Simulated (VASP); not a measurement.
Input of a VASP 6.6.1 run:

File INCAR:

```
SYSTEM = Ta
PREC     = Accurate       ! precision mode
ENCUT    = 520            ! plane-wave cutoff, eV
EDIFF    = 1E-6           ! SCF threshold, eV
ISMEAR   = 0              ! smearing method
SIGMA    = 0.1            ! smearing width, eV
LREAL    = .FALSE.        ! projectors in reciprocal space
LASPH    = .TRUE.         ! aspherical terms in the spheres
NELM     = 80             ! most SCF steps
ALGO     = Normal         ! electronic algorithm
ISIF     = 2              ! what is computed and relaxed
LWAVE    = .FALSE.        ! write WAVECAR
LCHARG   = .FALSE.        ! write CHGCAR
GGA      = PS             ! functional
NBANDS   = 12             ! bands
```

Contents of KPOINTS:

```
Automatic mesh
0
G
  18 18 18
  0 0 0
```

Contents of POSCAR:

```
Ta
1.0
   -1.6067756777      1.6067756777      1.6067756777
    1.6067756777     -1.6067756777      1.6067756777
    1.6067756777      1.6067756777     -1.6067756777
Ta
1
Direct
    0.0000000000      0.0000000000      0.0000000000
```

Potentials or basis: VASP PAW PBE potentials, release 64 (Ta_pv).

Launch:

```console
$ cat potpaw_PBE.64/Ta_pv/POTCAR > POTCAR
$ mpirun -np 1 vasp_std > vasp.out
```

(1) What does it give for the pressure?

Answers

(1) 14.9 GPa.

Caveat: the PAW data sets were made with another functional, which shifts forces and pressure a little.
